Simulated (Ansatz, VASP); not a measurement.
Sb2Mo in VASP and in Ansatz

```
Sb Mo
1.0
     5.89684    0.00000    0.00000
     0.00000    5.89684    0.00000
     0.00000    0.00000    5.89684
Sb Mo
4 2
Direct
  0.25000 0.25000 0.25000
  0.25000 0.75000 0.75000
  0.75000 0.75000 0.25000
  0.75000 0.25000 0.75000
  0.00000 0.00000 0.00000
  0.50000 0.50000 0.50000
```

Alike in both runs: functional PBE; k mesh 4 × 4 × 4; occupations gaussian, width 0.1 eV; no spin polarisation.

Ansatz relaxed the structure, and its values are those at the end. VASP's run is a single point on that final structure, the one shown.

```csv
,VASP,Ansatz
version,VASP 6.6.1,Ansatz 0.2.0
potentials or method,"VASP PAW PBE potentials, release 64 (Sb, Mo_sv), cutoff 520 eV","scalar-relativistic, plane waves, PAW"
valence electrons in the cell,48,88
```

```csv
,VASP,Ansatz,Ansatz less VASP
gap on the k mesh at the Fermi level (eV),none,none,-
pressure (GPa),-0.3,-0.1,+0.16
```

A gap of «none» marks a metal or a gap that the smearing closes. VASP's potentials hold 48 valence electrons a cell and Ansatz's 88, so a difference there can come from the potentials and not from the codes.

Neither program's run includes spin-orbit coupling.
